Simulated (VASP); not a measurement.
# P in VASP: a series of runs

The runs below take P through single point, with PBE+D3(BJ).

All numbers are computed with VASP 6.6.1; they aren't measurements. Logs are shortened: lines on timing, memory, paths and dates and some standing lists are left out, and cuts for length are marked.

## Step 1: The cell of the first run

The cell holds a slab with vacuum, 2 atoms: a = 3.124 Å, b = 3.124 Å, c = 28.000 Å, α = 90.00°, β = 90.00°, γ = 120.00°.

## Step 2: Single point, PBE+D3(BJ) (biaxial strain -0.040, then relaxed in part)

File INCAR:

```
SYSTEM = P
ALGO = Normal
DIPOL = 0.5 0.5 0.500
EDIFF = 1E-6
ENCUT = 520
GGA = PE
IDIPOL = 3
ISIF = 2
ISMEAR = 0
IVDW = 12
LASPH = .True.
LCHARG = .False.
LDIPOL = .True.
LREAL = .False.
LWAVE = .False.
NBANDS = 12
NELM = 100
PREC = Accurate
SIGMA = 0.02
```

File KPOINTS:

```
k-points
0
Gamma
  9 9 1
  0 0 0
```

File POSCAR:

```
P
1.0
    3.1238930370      0.0000000000      0.0000000000
   -1.5619465185      2.7053707287      0.0000000000
    0.0000000000      0.0000000000     28.0000000000
P
2
Direct
    0.3333333333      0.6666666667      0.5227763081
    0.6666666667      0.3333333333      0.4772236919
```

Potentials or basis: VASP PAW PBE potentials, release 64 (P).

Launch:

```sh
> cat potpaw_PBE.64/P/POTCAR > POTCAR
> mpirun -np 1 vasp_std > vasp.out
```

OUTCAR:

```text
SYSTEM = P
   EDIFF = 1E-6
   ENCUT = 520
   GGA = PE
   ISIF = 2
   ISMEAR = 0
   IVDW = 12
   LASPH = .True.
   LREAL = .False.
   NELM = 100
   PREC = Accurate
 IVDW          = 12

 ion  position               nearest neighbor table
   1  0.333  0.667  0.523-   2 2.21   2 2.21   2 2.21
   2  0.667  0.333  0.477-   1 2.21   1 2.21   1 2.21

  LATTYP: Found a hexagonal cell.
 ALAT       =     3.1238930370
 C/A-ratio  =     8.9631750090

  Lattice vectors:

 A1 = (   3.1238930370,   0.0000000000,   0.0000000000)
 A2 = (  -1.5619465185,   2.7053707287,   0.0000000000)
 A3 = (   0.0000000000,   0.0000000000,  28.0000000000)

Analysis of symmetry for initial positions (statically):
=====================================================================
 Subroutine PRICEL returns:
 Original cell was already a primitive cell.

 Routine SETGRP: Setting up the symmetry group for a
 hexagonal supercell.

 Subroutine GETGRP returns: Found 12 space group operations
 (whereof 12 operations were pure point group operations)
 out of a pool of 24 trial point group operations.

The static configuration has the point symmetry D_3d.

Analysis of symmetry for dynamics (positions and initial velocities):
=====================================================================
 Subroutine PRICEL returns:
 Original cell was already a primitive cell.

 Routine SETGRP: Setting up the symmetry group for a
 hexagonal supercell.

 Subroutine GETGRP returns: Found 12 space group operations
 (whereof 12 operations were pure point group operations)
 out of a pool of 24 trial point group operations.

The dynamic configuration has the point symmetry D_3d.

 Subroutine INISYM returns: Found 12 space group operations
 (whereof 12 operations are pure point group operations),
 and found     1 'primitive' translations

----------------------------------------------------------------------------------------

                                     Primitive cell

  volume of cell :     236.6361

  direct lattice vectors                    reciprocal lattice vectors
     3.123893037  0.000000000  0.000000000     0.320113393  0.184817554  0.000000000
    -1.561946519  2.705370729  0.000000000     0.000000000  0.369635107  0.000000000
     0.000000000  0.000000000 28.000000000     0.000000000  0.000000000  0.035714286

  length of vectors
     3.123893037  3.123893037 28.000000000     0.369635107  0.369635107  0.035714286

  position of ions in fractional coordinates (direct lattice)
     0.333333333  0.666666667  0.522776308
     0.666666667  0.333333333  0.477223692

  ion indices of the primitive-cell ions
[... 79 lines left out ...]
   IALGO  =     38    algorithm
   IMIX   =      4    mixing-type and parameters
     AMIX     =   0.40;   BMIX     =  1.00
     AMIX_MAG =   1.60;   BMIX_MAG =  1.00
  volume/ion in A,a.u.               =     118.32       798.45
  Fermi-wavevector in a.u.,A,eV,Ry     =   0.570227  1.077573  4.424056  0.325159
  Thomas-Fermi vector in A             =   1.610193
   LORBIT       =      0    0 simple, 1 ext, 2 COOP (PROOUT), +10 PAW based schemes
   GGA     = PE    functional components
   LHFCALC =     F    Hartree Fock is set to
   AEXX    =    0.0000 exact exchange contribution
   IVDW    =    12    specifies the selected vdW correction
   LEPSILON=     F    determine dielectric tensor
   LRPA    =     F    only Hartree local field effects (RPA)
 non-spin polarized calculation
 Gauss-broadening in eV      SIGMA  =   0.02
  energy-cutoff  :      520.00
  volume of cell :      236.64
 maximum number of plane-waves:      6414
 NGX is ok and might be reduce to    24
   NGX = 11   NGY = 11   NGZ =105

 number of electron      10.0000001 magnetization

 dipolmoment           0.000000      0.000000     -0.000000 electrons x Angstroem

 Free energy of the ion-electron system (eV)
  ---------------------------------------------------
  ext. energy  EPLUGINS =         0.00000000
  ---------------------------------------------------
  free energy    TOTEN  =       -10.60616156 eV

  energy without entropy =      -10.60616156  energy(sigma->0) =      -10.60616156

 E-fermi :  -3.5608     XC(G=0):  -1.9653

 val. band max:       -3.6913363245   @ k =   0.0000   0.0000   0.0000
 cond. band min:      -2.4742193162   @ k =   0.3333   0.3333   0.0000
 fundamental gap:      1.2171170083
 Fermi energy:        -3.5607555445

 k-point     1 :       0.0000    0.0000    0.0000
  band No.  band energies     occupation
      1     -19.0604      2.00000
      2     -11.2496      2.00000
      3      -5.2192      2.00000
      4      -3.6913      2.00000
      5      -3.6913      2.00000
      6       0.2979      0.00000
      7       0.2979      0.00000
      8       0.7995      0.00000
      9       1.1146      0.00000
     10       1.5344      0.00000
     11       1.9211      0.00000
     12       2.1095      0.00000
[... 151 lines left out ...]
 k-point    12 :       0.3333    0.3333    0.0000
  band No.  band energies     occupation
      1     -13.9289      2.00000
      2     -13.9289      2.00000
      3      -9.9962      2.00000
      4      -6.1302      2.00000
      5      -6.1302      2.00000
      6      -2.4742      0.00000
      7       1.2692      0.00000
      8       1.2692      0.00000
      9       4.2363      0.00000
     10       6.3924      0.00000
     11       6.6385      0.00000
     12       6.6385      0.00000

------------------------ aborting loop because EDIFF is reached ----------------------------------------

 vacuum level on the upper side and lower side of the slab       (xc-potential included)        -0.007        -0.007

 Edisp (eV)   -0.46348

 E8    (eV) :    -0.1885

  FORCE on cell =-STRESS in cart. coord.  units (eV):
  Direction    XX          YY          ZZ          XY          YZ          ZX
  --------------------------------------------------------------------------------------
  -------------------------------------------------------------------------------------
  Total       2.15965     2.15965    -0.14844     0.00000     0.00000     0.00000
  in kB      14.62220    14.62220    -1.00507     0.00000     0.00000     0.00000
  external pressure =        9.41 kB  Pullay stress =        0.00 kB

 VOLUME and BASIS-vectors are now :
 -----------------------------------------------------------------------------
  energy-cutoff  :      520.00
  volume of cell :      236.64
      direct lattice vectors                 reciprocal lattice vectors
     3.123893037  0.000000000  0.000000000     0.320113393  0.184817554  0.000000000
    -1.561946519  2.705370729  0.000000000     0.000000000  0.369635107  0.000000000
     0.000000000  0.000000000 28.000000000     0.000000000  0.000000000  0.035714286

 POSITION                                       TOTAL-FORCE (eV/Angst)
 -----------------------------------------------------------------------------------
     -0.00000      1.80358     14.63774        -0.000000     -0.000000     -0.110000
      1.56195      0.90179     13.36226         0.000000      0.000000      0.110000
 -----------------------------------------------------------------------------------
    total drift:                                0.000000     -0.000000      0.000000

  FREE ENERGIE OF THE ION-ELECTRON SYSTEM (eV)
  ---------------------------------------------------
  free  energy   TOTEN  =       -11.0696393224 eV

  energy  without entropy=      -11.0696393224  energy(sigma->0) =      -11.06963932

 vacuum level on the upper side and lower side of the slab         1.789         1.789
```

OSZICAR:

```text
N       E                     dE             d eps       ncg     rms          rms(c)
DAV:   1     0.668094904853E+02    0.66809E+02   -0.30433E+03   288   0.557E+02
DAV:   2    -0.461637914760E+01   -0.71426E+02   -0.59054E+02   468   0.966E+01
DAV:   3    -0.106709701520E+02   -0.60546E+01   -0.60392E+01   404   0.380E+01
[... 14 lines left out ...]
DAV:  18    -0.106061542597E+02   -0.55185E-05   -0.23163E-07   380   0.147E-03    0.713E-04
DAV:  19    -0.106061575151E+02   -0.32554E-05   -0.69552E-08   352   0.999E-04    0.157E-03
DAV:  20    -0.106061601304E+02   -0.26154E-05   -0.61693E-08   324   0.673E-04    0.119E-04
DAV:  21    -0.106061611813E+02   -0.10509E-05   -0.21387E-08   320   0.347E-04    0.163E-04
DAV:  22    -0.106061615574E+02   -0.37606E-06   -0.41171E-09   304   0.161E-04
   1 F= -.11069639E+02 E0= -.11069639E+02  d E =-.854495E-22
```

stdout:

```text
POSCAR found type information on POSCAR P
 POSCAR found :  1 types and       2 ions
 scaLAPACK will be used
 LDA part: xc-table for (Slater+PW92), standard interpolation
 POSCAR, INCAR and KPOINTS ok, starting setup
 FFT: planning ... GRIDC
 FFT: planning ... GRID_SOFT
 FFT: planning ... GRID
 WAVECAR not read
 entering main loop
```

It took 52 s on 1 thread of Intel Xeon Platinum 8259CL at 2.50GHz (Skylake/Cascade Lake), shared host; peak memory 0.33 GiB.

What came out:

| Quantity | Value |
| --- | --- |
| Free energy | -11.0696 eV |
| Largest force | 0.110 eV/Å |
| Band gap on the k mesh | 1.22 eV, indirect (least direct gap 2.50 eV) |
| Dispersion energy per atom | -0.232 eV |

Forces on the atoms (eV/Å):
```
P    0.000  0.000 -0.110
P    0.000  0.000  0.110
```

Caveat: the cell differs from its parent crystal (biaxial strain -0.040, then relaxed in part).

## Step 3: Single point, PBE+D3(BJ) (biaxial strain -0.020, then relaxed in part)

File INCAR:

```
SYSTEM = P
ALGO = Normal ; DIPOL = 0.5 0.5 0.500
EDIFF = 1E-6 ; ENCUT = 520
GGA = PE ; IDIPOL = 3
ISIF = 2 ; ISMEAR = 0
IVDW = 12 ; LASPH = .True.
LCHARG = .False. ; LDIPOL = .True.
LREAL = .False. ; LWAVE = .False.
NBANDS = 12 ; NELM = 100
PREC = Accurate ; SIGMA = 0.02
```

KPOINTS is that of step 2.

File POSCAR:

```
P
1.0
    3.1889741419      0.0000000000      0.0000000000
   -1.5944870709      2.7617326189      0.0000000000
    0.0000000000      0.0000000000     28.0000000000
P
2
Direct
    0.3333333333      0.6666666667      0.5225005876
    0.6666666667      0.3333333333      0.4774994124
```

Potentials or basis: VASP PAW PBE potentials, release 64 (P).

Launch:

```sh
> cat potpaw_PBE.64/P/POTCAR > POTCAR
> mpirun -np 1 vasp_std > vasp.out
```

It took 44 s on 1 thread of Intel Xeon Platinum 8259CL at 2.50GHz (Skylake/Cascade Lake), shared host; peak memory 0.33 GiB.

The run converged. Its results:

* Free energy: -11.1362 eV
* Largest force: 0.100 eV/Å
* Band gap on the k mesh: 1.71 eV, indirect (least direct gap 2.38 eV)
* Dispersion energy per atom: -0.223 eV

Forces in eV/Å, atoms in the order of the input:
```
P    0.000  0.000 -0.100
P    0.000  0.000  0.100
```

Levels at points of the mesh, in eV from the valence-band top:
```
           k point  band 3  band 4  band 5  band 6  band 7  band 8
(0.00, 0.00, 0.00)   -0.97    0.00    0.00    4.01    4.01    4.40
```

Caveat: the cell differs from its parent crystal (biaxial strain -0.020, then relaxed in part).

## Step 4: Single point, PBE+D3(BJ)

This run uses another cell than the first one, of 128.38 Å³/atom, 1.085 times its volume.

File INCAR:

```
PREC     = Accurate       # precision mode
ENCUT    = 520            # plane-wave cutoff, eV
EDIFF    = 1E-7           # SCF threshold, eV
ISMEAR   = 0              # smearing method
SIGMA    = 0.1            # smearing width, eV
LREAL    = False          # projectors in reciprocal space
LASPH    = True           # aspherical terms in the spheres
NELM     = 100            # most SCF steps
ALGO     = Normal         # electronic algorithm
ISIF     = 2              # what is computed and relaxed
LWAVE    = False          # write WAVECAR
LCHARG   = False          # write CHGCAR
LDIPOL   = True         
IDIPOL   = 3            
DIPOL    = 0.5 0.5 0.500
GGA      = PE             # functional
IVDW     = 12             # dispersion correction
NBANDS   = 12             # bands
```

File KPOINTS:

```
regular mesh
0
Gamma
  9 9 1
```

File POSCAR:

```
P
1.0
    3.2540552468      0.0000000000      0.0000000000
   -1.6270276234      2.8180945091      0.0000000000
    0.0000000000      0.0000000000     28.0000000000
P
2
Direct
    0.3333333333      0.6666666667      0.5222365346
    0.6666666667      0.3333333333      0.4777634654
```

Launch:

```sh
> cat potpaw_PBE.64/P/POTCAR > POTCAR
> mpirun -np 1 vasp_std > vasp.out
```

Run time: 51 s. Hardware: 1 thread of Intel Xeon Platinum 8259CL at 2.50GHz (Skylake/Cascade Lake), shared host; peak memory 0.33 GiB.

Results (log left out):

* Free energy: -11.1560 eV
* Largest force: 0.091 eV/Å
* Band gap on the k mesh: 2.00 eV, indirect (least direct gap 2.27 eV)
* Dispersion energy per atom: -0.214 eV

Forces in eV/Å, atoms in the order of the input:
```
P    0.000  0.000 -0.091
P    0.000  0.000  0.091
```

Levels at points of the mesh, in eV from the valence-band top:
```tsv
k point	band 1	band 2	band 3	band 4	band 5	band 6	band 7	band 8	band 9	band 10
(0.00, 0.00, 0.00)	-14.19	-6.48	-0.47	0.00	0.00	4.03	4.03	4.06	5.34	5.91
```

(Continued in part 2 of 2.)
